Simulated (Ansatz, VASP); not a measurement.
## Two plane-wave programs on W

```
W
1.0
    -1.56769    1.56769    1.56769
     1.56769   -1.56769    1.56769
     1.56769    1.56769   -1.56769
W
1
Direct
  0.00000 0.00000 0.00000
```

Alike in both runs: task single point; functional LDA; k mesh 15 × 15 × 15; occupations fermi-dirac, width 0.1 eV; no spin polarisation.

```csv
,VASP,Ansatz
version,VASP 6.6.1,Ansatz 0.2.0
potentials or method,"VASP PAW LDA potentials, release 64 (W_sv), cutoff 520 eV","plane waves (420 eV) with PAW, scalar-relativistic"
valence electrons in the cell,14,14
```

```tsv
	VASP	Ansatz	Ansatz less VASP
pressure (GPa)	2.0	0.1	-1.95
```

Ansatz warns that its potentials were made for another functional, while VASP's fit it. LDA's correlation is that of Perdew and Zunger in VASP and of Perdew and Wang (1992) in Ansatz.

Neither program's run includes spin-orbit coupling.
